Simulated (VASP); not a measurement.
A run of VASP 6.6.1 is set up as follows.

Contents of INCAR:

```
SYSTEM = WSe4
PREC     = Accurate       ! precision mode
ENCUT    = 520            ! plane-wave cutoff, eV
EDIFF    = 1E-7           ! SCF threshold, eV
ISMEAR   = 0              ! smearing method
SIGMA    = 0.1            ! smearing width, eV
LREAL    = .False.        ! projectors in reciprocal space
LASPH    = .True.         ! aspherical terms in the spheres
NELM     = 60             ! most SCF steps
ALGO     = Normal         ! electronic algorithm
ISIF     = 2              ! what is computed and relaxed
LWAVE    = .False.        ! write WAVECAR
LCHARG   = .True.         ! write CHGCAR
GGA      = PE             ! functional
LELF     = .True.         ! ELF
LVHAR    = .True.       
NBANDS   = 27             ! bands
```

File KPOINTS:

```
Automatic mesh
0
Gamma
  8 8 8
  0 0 0
```

Contents of POSCAR:

```
WSe4
1.0
    4.9066694613      0.0000000000      0.0000000000
    0.0000000000      4.9066694613      0.0000000000
    0.0000000000      0.0000000000      4.9066694613
W Se
1 4
Direct
    0.0000000000      0.0000000000      0.0000000000
    0.5000000000      0.0000000000      0.0000000000
    0.0000000000      0.5000000000      0.0000000000
    0.0000000000      0.0000000000      0.5000000000
    0.5000000000      0.5000000000      0.5000000000
```

Potentials or basis: VASP PAW PBE potentials, release 64 (W_sv, Se).

Run with:

```sh
$ cat potpaw_PBE.64/W_sv/POTCAR potpaw_PBE.64/Se/POTCAR > POTCAR
$ mpirun -np 1 vasp_std > vasp.out
```

Task: Predict the band gap on the k mesh.

Result: Zero (band 19 reaches 4.67 eV, above the bottom of band 20 at 2.76 eV).

Task: Predict the pressure.

Result: 0.1 GPa.

Caveat: spin-orbit coupling is left out, which moves the levels of the heavy elements.
